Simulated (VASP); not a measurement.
## Si3N4: single point with r2SCAN

Crystal: Si3N4.

```
CELL_PARAMETERS angstrom
0.00000 3.89462 3.89462
3.89462 0.00000 3.89462
3.89462 3.89462 0.00000
ATOMIC_POSITIONS crystal
Si 0.12500 0.12500 0.62500
Si 0.12500 0.62500 0.12500
Si 0.62500 0.12500 0.12500
Si 0.12500 0.12500 0.12500
Si 0.75000 0.75000 0.75000
Si 0.50000 0.50000 0.50000
N 0.36754 0.36754 0.36754
N 0.35263 0.88246 0.88246
N 0.88246 0.88246 0.35263
N 0.88246 0.35263 0.88246
N 0.36754 0.36754 0.89737
N 0.36754 0.89737 0.36754
N 0.88246 0.88246 0.88246
N 0.89737 0.36754 0.36754
```

| Quantity | Value |
| --- | --- |
| Program | VASP 6.6.1 |
| Task | single point |
| Functional | r2SCAN |
| Potentials or basis | VASP PAW PBE potentials, release 64 (Si, N) |
| Cutoff | 520 eV |
| k mesh | 6 × 6 × 6 |
| Occupations | gaussian, width 0.02 eV |
| Spin | no spin polarisation |
| Dipole correction | no |
| Further INCAR settings | ALGO = Normal; EDIFF = 1e-06; NBANDS = 45 |

```yaml
Pressure: -6.9 GPa
Largest_force: 0.045 eV/Å
Band_gap_on_the_k_mesh: 3.92 eV (least direct gap 3.96 eV)
```

Forces in eV/Å, atoms in the order of the input:
```
Si   0.000  0.000  0.000
Si   0.000  0.000  0.000
Si   0.000  0.000  0.000
Si   0.000  0.000  0.000
Si   0.000  0.000  0.000
Si   0.000  0.000  0.000
N   -0.026 -0.026 -0.026
N    0.026 -0.026 -0.026
N   -0.026 -0.026  0.026
N   -0.026  0.026 -0.026
N    0.026  0.026 -0.026
N    0.026 -0.026  0.026
N    0.026  0.026  0.026
N   -0.026  0.026  0.026
```

Levels at points of the mesh, in eV from the valence-band top:
| k point | band 29 | band 30 | band 31 | band 32 | band 33 | band 34 | band 35 | band 36 |
| --- | --- | --- | --- | --- | --- | --- | --- | --- |
| (0.00, 0.00, 0.00) | -0.18 | -0.03 | -0.03 | -0.03 | 3.92 | 3.92 | 3.92 | 5.59 |
| (0.50, 0.00, 0.00) | -0.49 | -0.49 | -0.36 | -0.36 | 5.57 | 6.40 | 6.40 | 6.95 |
| (0.50, 0.50, 0.00) | -1.14 | -1.14 | -0.46 | -0.46 | 7.31 | 7.31 | 7.62 | 7.62 |

Wall time 4.3 min on 1 thread of Intel(R) Xeon(R) Platinum 8488C (Sapphire Rapids), on a shared host, peak memory 0.3 GiB.

Caveat: the cell stands under tension; the PAW data sets were made with another functional, which shifts forces and pressure a little. A k mesh can miss the band edges.
